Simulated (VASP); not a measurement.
# AgBiTeSe (P4/mmm) in VASP: further runs, part 2 of 2

VASP 6.6.1. The steps go on from the part before.

## Step 3: Single point, PBE

Contents of INCAR:

```
SYSTEM = AgBiTeSe
PREC     = Accurate       ! precision mode
ENCUT    = 520            ! plane-wave cutoff, eV
EDIFF    = 1E-6           ! SCF threshold, eV
ISMEAR   = 0              ! smearing method
SIGMA    = 0.1            ! smearing width, eV
LREAL    = .FALSE.        ! projectors in reciprocal space
LASPH    = .TRUE.         ! aspherical terms in the spheres
NELM     = 80             ! most SCF steps
ALGO     = Normal         ! electronic algorithm
ISIF     = 2              ! what is computed and relaxed
LWAVE    = .FALSE.        ! write WAVECAR
LCHARG   = .TRUE.         ! write CHGCAR
GGA      = PE             ! functional
LELF     = .TRUE.         ! ELF
LVHAR    = .TRUE.       
NBANDS   = 27             ! bands
```

Contents of KPOINTS:

```
Automatic mesh
0
G
  2 2 1
  0 0 0
```

Contents of POSCAR:

```
AgBiTeSe
1.0
    4.2021930000      0.0000000000      0.0000000000
    0.0000000000      4.2021930000      0.0000000000
    0.0000000000      0.0000000000      6.2922500000
Ag Bi Te Se
1 1 1 1
Direct
    0.4960000000      0.9010000000      0.3540000000
    0.9960000000      1.4010000000      0.8540000000
    0.9960000000      1.4010000000      0.3540000000
    0.4960000000      0.9010000000      0.8540000000
```

Potentials or basis: VASP PAW PBE potentials, release 64 (Ag, Bi_d, Te, Se).

Command:

```
$ cat potpaw_PBE.64/Ag/POTCAR potpaw_PBE.64/Bi_d/POTCAR potpaw_PBE.64/Te/POTCAR potpaw_PBE.64/Se/POTCAR > POTCAR
$ mpirun -np 1 vasp_std > vasp.out
```

OUTCAR:

```text
SYSTEM = AgBiTeSe
   PREC = Accurate
   ENCUT = 520
   EDIFF = 1E-6
   ISMEAR = 0
   LREAL = .FALSE.
   LASPH = .TRUE.
   NELM = 80
   ISIF = 2
   GGA = PE

 ion  position               nearest neighbor table
   1  0.496  0.901  0.354-   3 2.97   3 2.97   3 2.97   3 2.97   4 3.15   4 3.15
   2  0.996  0.401  0.854-   4 2.97   4 2.97   4 2.97   4 2.97   3 3.15   3 3.15
   3  0.996  0.401  0.354-   1 2.97   1 2.97   1 2.97   1 2.97   2 3.15   2 3.15
   4  0.496  0.901  0.854-   2 2.97   2 2.97   2 2.97   2 2.97   1 3.15   1 3.15

  LATTYP: Found a simple tetragonal cell.
 ALAT       =     4.2021930000
 C/A-ratio  =     1.4973729193

  Lattice vectors:

 A1 = (   4.2021930000,   0.0000000000,   0.0000000000)
 A2 = (   0.0000000000,   4.2021930000,   0.0000000000)
 A3 = (   0.0000000000,   0.0000000000,   6.2922500000)

Analysis of symmetry for initial positions (statically):
=====================================================================
 Subroutine PRICEL returns:
 Original cell was already a primitive cell.

 Routine SETGRP: Setting up the symmetry group for a
 simple tetragonal supercell.

[... 150 lines left out ...]

 E-fermi :   5.6546     XC(G=0):  -9.7719

 val. band max:        5.5203155254   @ k =   0.5000   0.0000   0.0000
 cond. band min:       5.7698151150   @ k =   0.5000   0.5000   0.0000
 fundamental gap:      0.2494995896
 Fermi energy:         5.6545924944

 k-point     1 :       0.0000    0.0000    0.0000
  band No.  band energies     occupation
      1     -17.4338      2.00000
      2     -17.3983      2.00000
      3     -17.3819      2.00000
      4     -17.3661      2.00000
      5     -17.3661      2.00000
      6      -7.8367      2.00000
[... 79 lines left out ...]
     26      14.3260      0.00000
     27      15.8745      0.00000

------------------------ aborting loop because EDIFF is reached ----------------------------------------

  FORCE on cell =-STRESS in cart. coord.  units (eV):
  Direction    XX          YY          ZZ          XY          YZ          ZX
  --------------------------------------------------------------------------------------
  -------------------------------------------------------------------------------------
  Total        3.5731370      3.5731370    -11.7706436      0.0000000      0.0000000      0.0000000
  in kB       51.5231362     51.5231362   -169.7277413      0.0000000      0.0000000      0.0000000
  external PRESSURE =     -22.2271563 kB  Pullay stress =       0.0000000 kB

 VOLUME and BASIS-vectors are now :
 -----------------------------------------------------------------------------
  energy-cutoff  :      520.00
  volume of cell :      111.11
      direct lattice vectors                 reciprocal lattice vectors
     4.202193000  0.000000000  0.000000000     0.237970983  0.000000000  0.000000000
     0.000000000  4.202193000  0.000000000     0.000000000  0.237970983  0.000000000
     0.000000000  0.000000000  6.292250000     0.000000000  0.000000000  0.158925663

 POSITION                                       TOTAL-FORCE (eV/Angst)
 -----------------------------------------------------------------------------------
      2.08429      3.78618      2.22746         0.000000      0.000000      0.000000
      4.18538      1.68508      5.37358         0.000000      0.000000      0.000000
      4.18538      1.68508      2.22746         0.000000      0.000000      0.000000
      2.08429      3.78618      5.37358         0.000000      0.000000      0.000000
 -----------------------------------------------------------------------------------
    total drift:                                0.000052      0.000059     -0.000001

  FREE ENERGIE OF THE ION-ELECTRON SYSTEM (eV)
  ---------------------------------------------------
  free  energy   TOTEN  =       -14.3769675077 eV

  energy  without entropy=      -14.3679358179  energy(sigma->0) =      -14.37245166
```

Wall time 17 s (1 thread of AMD EPYC 7R13 (Zen 3), shared host); peak memory 0.18 GiB.

Results:

| Property | Result |
| --- | --- |
| Free energy | -14.3770 eV |
| Pressure | -2.2 GPa |
| Band gap on the k mesh | 0.25 eV, indirect (least direct gap 0.33 eV) |

Caveat: the k points lie up to 1.00 Å⁻¹ apart; spin-orbit coupling is left out, which moves the levels of the heavy elements. A k mesh can miss the band edges.

## Step 4: Single point, PBE

Contents of INCAR:

```
SYSTEM = AgBiTeSe
PREC = Accurate ; ENCUT = 520
EDIFF = 1E-6 ; ISMEAR = 0
SIGMA = 0.1 ; LREAL = .False.
LASPH = .True. ; NELM = 60
ALGO = Normal ; ISIF = 2
LWAVE = .False. ; LCHARG = .False.
GGA = PE ; NBANDS = 27
```

Contents of KPOINTS:

```
Automatic mesh
0
Gamma
  4 4 2
  0 0 0
```

Contents of POSCAR:

```
AgBiTeSe
1.0
    4.2021930000      0.0000000000      0.0000000000
    0.0000000000      4.2021930000      0.0000000000
    0.0000000000      0.0000000000      6.2922500000
Ag Bi Te Se
1 1 1 1
Direct
    0.0000000000      0.0000000000      0.0000000000
    0.5000000000      0.5000000000      0.5000000000
    0.5000000000      0.5000000000      0.0000000000
    0.0000000000      0.0000000000      0.5000000000
```

Command:

```
$ cat potpaw_PBE.64/Ag/POTCAR potpaw_PBE.64/Bi_d/POTCAR potpaw_PBE.64/Te/POTCAR potpaw_PBE.64/Se/POTCAR > POTCAR
$ mpirun -np 1 vasp_std > vasp.out
```

Run time: 33 s. Hardware: 1 thread of AMD EPYC 7R13 (Zen 3), shared host; peak memory 0.2 GiB.

It converged, with:

| Quantity | Value |
| --- | --- |
| Free energy | -13.4835 eV |
| Pressure | 0.5 GPa |
| Band gap on the k mesh | zero (band 19 reaches 5.66 eV, above the bottom of band 20 at 5.51 eV) |

Stress tensor (GPa, compression positive):
```
-1.75  0.00  0.00
 0.00 -1.75  0.00
 0.00  0.00  4.88
```

Levels at points of the mesh, in eV from the Fermi level:
```tsv
k point	band 17	band 18	band 19	band 20	band 21	band 22
(0.00, 0.00, 0.00)	-1.11	-0.77	-0.77	1.24	3.86	4.07
(0.50, 0.00, 0.00)	-1.86	-1.17	-0.12	-0.09	1.63	4.33
(0.50, 0.50, 0.00)	-2.60	-2.60	-2.12	0.37	4.06	4.06
(0.00, 0.00, 0.50)	-1.41	-0.99	-0.99	0.38	3.35	3.85
(0.50, 0.00, 0.50)	-0.45	-0.15	-0.14	-0.12	0.22	1.03
(0.50, 0.50, 0.50)	-3.00	-2.13	-0.49	0.56	2.32	4.78
```

Caveat: the k points lie up to 0.50 Å⁻¹ apart; spin-orbit coupling is left out, which moves the levels of the heavy elements.

## Step 5: Single point, PBE

Contents of INCAR:

```
SYSTEM = AgBiTeSe
  ALGO = Normal
  EDIFF = 1E-7
  ENCUT = 520
  GGA = PE
  ISIF = 2
  ISMEAR = 1
  LASPH = .TRUE.
  LCHARG = .FALSE.
  LREAL = .FALSE.
  LWAVE = .FALSE.
  NBANDS = 27
  NELM = 80
  PREC = Accurate
  SIGMA = 0.28
```

Contents of KPOINTS:

```
k-points
0
G
  4 4 2
  0 0 0
```

POSCAR is that of step 4.

Command:

```
$ cat potpaw_PBE.64/Ag/POTCAR potpaw_PBE.64/Bi_d/POTCAR potpaw_PBE.64/Te/POTCAR potpaw_PBE.64/Se/POTCAR > POTCAR
$ mpirun -np 1 vasp_std > vasp.out
```

Wall time 45 s (1 thread of AMD EPYC 7R13 (Zen 3), shared host); peak memory 0.2 GiB.

Results (log left out):

```
Free energy            : -13.4818 eV
Pressure               : 0.5 GPa
Band gap on the k mesh : zero (band 19 reaches 5.67 eV, above the bottom of band 20 at 5.51 eV)
```

Stress tensor (GPa, compression positive):
```
-1.77  0.00  0.00
 0.00 -1.77  0.00
 0.00  0.00  4.91
```

Levels at points of the mesh, in eV from the Fermi level:
| k point | band 17 | band 18 | band 19 | band 20 | band 21 | band 22 |
| --- | --- | --- | --- | --- | --- | --- |
| (0.00, 0.00, 0.00) | -1.13 | -0.79 | -0.79 | 1.22 | 3.84 | 4.04 |
| (0.50, 0.00, 0.00) | -1.90 | -1.20 | -0.15 | -0.12 | 1.61 | 4.31 |
| (0.50, 0.50, 0.00) | -2.62 | -2.62 | -2.16 | 0.34 | 4.04 | 4.04 |
| (0.00, 0.00, 0.50) | -1.42 | -1.00 | -1.00 | 0.36 | 3.32 | 3.82 |
| (0.50, 0.00, 0.50) | -0.48 | -0.18 | -0.16 | -0.15 | 0.19 | 1.01 |
| (0.50, 0.50, 0.50) | -3.02 | -2.16 | -0.51 | 0.54 | 2.29 | 4.75 |

Caveat: the k points lie up to 0.50 Å⁻¹ apart; spin-orbit coupling is left out, which moves the levels of the heavy elements.

## Step 6: Overview

```csv
k mesh,smearing,gap on the mesh (eV),pressure (GPa)
"1 × 1 × 2, shifted",gaussian 0.1 eV,0.20,9.4
2 × 2 × 1,gaussian 0.1 eV,0.25,-2.2
4 × 4 × 2,gaussian 0.1 eV,none,0.5
4 × 4 × 2,methfessel-paxton 0.28 eV,none,0.5
```

Alike in all rows: task single point; level PBE; potentials or basis VASP PAW PBE potentials, release 64 (Ag, Bi_d, Te, Se); no spin polarisation; cell as given; cutoff (eV) 520.

Caveats: all runs use coarse meshes; spin-orbit coupling is left out, which moves the levels of the heavy elements.

Total energies depend on the potentials used, so only differences within one code and one set of settings carry meaning.
